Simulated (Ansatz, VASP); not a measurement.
One calculation of CdSe, two programs

POSCAR

```
CdSe
1.0
    0.0000000000      2.7241570316      2.7241570316
    2.7241570316      0.0000000000      2.7241570316
    2.7241570316      2.7241570316      0.0000000000
Cd Se
1 1
Direct
    0.0000000000      0.0000000000      0.0000000000
    0.5000000000      0.5000000000      0.5000000000
```

Contents of INCAR.step1:

```
ALGO     = Normal         # electronic algorithm
EDIFF    = 1E-4           # SCF threshold, eV
ENCUT    = 520            # plane-wave cutoff, eV
GGA      = PE             # functional
ISMEAR   = -1             # smearing method
LASPH    = True           # aspherical terms in the spheres
LCHARG   = False          # write CHGCAR
LREAL    = False          # projectors in reciprocal space
LWAVE    = True           # write WAVECAR
NBANDS   = 16             # bands
NELM     = 60             # most SCF steps
PREC     = Accurate       # precision mode
SIGMA    = 0.05           # smearing width, eV
```

File INCAR.step2:

```
ALGO     = Normal         # electronic algorithm
EDIFF    = 1E-7           # SCF threshold, eV
ENCUT    = 520            # plane-wave cutoff, eV
ISIF     = 2              # what is computed and relaxed
ISMEAR   = -1             # smearing method
ISTART   = 1            
LASPH    = True           # aspherical terms in the spheres
LCHARG   = False          # write CHGCAR
LMIXTAU  = True         
LREAL    = False          # projectors in reciprocal space
LWAVE    = False          # write WAVECAR
METAGGA  = R2SCAN         # meta-GGA
NBANDS   = 16             # bands
NELM     = 60             # most SCF steps
PREC     = Accurate       # precision mode
SIGMA    = 0.05           # smearing width, eV
```

The input KPOINTS:

```
k-points
0
Gamma
  12 12 12
```

Input for Ansatz:

```yaml
crystal:
  lattice:
    - [0.0, 2.7241570316, 2.7241570316]
    - [2.7241570316, 0.0, 2.7241570316]
    - [2.7241570316, 2.7241570316, 0.0]
  atoms:
    - { symbol: Cd, position: [0.0, 0.0, 0.0] }
    - { symbol: Se, position: [0.5, 0.5, 0.5] }
kpoints:
  mp_grid: { grid: [12, 12, 12] }
scf:
  occupations: { method: fermi_dirac, width: 0.05 }
hamiltonian:
  xc: r2scan
  pseudopotentials: { kind: paw }
output:
  forces: true
  stress: true
  eigenvalues: true
  populations: true
  write_density: true
  write_potential: true
  elf: true
  volumetric_format: npy
```

Change from the starting cell: volume scaled by 0.88, PAW files.

Alike in both runs: task single point; functional r2SCAN; k mesh 12 × 12 × 12; occupations fermi-dirac, width 0.05 eV; no spin polarisation.

|  | VASP | Ansatz |
| --- | --- | --- |
| version | VASP 6.6.1 | Ansatz 0.2.0 |
| potentials or method | VASP PAW PBE potentials, release 64 (Cd, Se) | PAW with Ansatz's default frozen-core files, scalar-relativistic |
| plane-wave cutoff (eV) | 520 | 500 |
| valence electrons in the cell | 18 | 36 |

|  | VASP | Ansatz | Ansatz less VASP |
| --- | --- | --- | --- |
| pressure (GPa) | 12.7 | 12.0 | -0.70 |

VASP's potentials were made for PBE, not for r2SCAN. VASP's potentials hold 18 valence electrons a cell and Ansatz's 36, so a difference there can come from the potentials and not from the codes.
